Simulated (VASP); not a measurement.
The system is Fe.

```xyz
2
Lattice="2.8665 0.0000 0.0000 0.0000 2.8665 0.0000 0.0000 0.0000 2.8665" Properties=species:S:1:pos:R:3 pbc="T T T"
Fe    0.0000    0.0000    0.0000
Fe    1.4332    1.4332    1.4332
```

- Program: VASP 6.6.1
- Task: relaxation of cell and atoms
- Functional: PBE
- Potentials or basis: VASP PAW PBE potentials, release 64 (Fe)
- Cutoff: 600 eV
- k mesh: 11 × 11 × 11
- Occupations: fermi-dirac, width 0.05 eV
- Spin: collinear spin, antiferromagnetic start
- Starting moments: [2.5, -2.5] μB

At the start: pressure -10.4 GPa; volume 11.78 Å³/atom.

Where does the relaxation end?

Over 3 steps the energy falls by 33.9 meV/atom and the volume is 10.86 Å³/atom (-7.8 %); space group Im-3m (No. 229, to 0.05 Å); moment 0.00 μB per cell.

The path:
| step | energy change (eV) | largest force (eV/Å) | pressure (GPa) | volume (Å³) |
| --- | --- | --- | --- | --- |
| 1 | 0.0000 | 0.0000 | -10.42 | 23.55 |
| 2 | -0.0550 | 0.0000 | 6.31 | 21.04 |
| 3 | -0.0678 | 0.0000 | 0.01 | 21.72 |

Final structure:
```cif
data_structure
_symmetry_space_group_name_H-M 'P 1'
_symmetry_Int_Tables_number 1
_cell_length_a 2.7900
_cell_length_b 2.7900
_cell_length_c 2.7900
_cell_angle_alpha 90.000
_cell_angle_beta 90.000
_cell_angle_gamma 90.000
_cell_volume 21.72
loop_
_atom_site_label
_atom_site_type_symbol
_atom_site_fract_x
_atom_site_fract_y
_atom_site_fract_z
_atom_site_occupancy
Fe1 Fe 0.00000 0.00000 0.00000 1
Fe2 Fe 0.50000 0.50000 0.50000 1
```
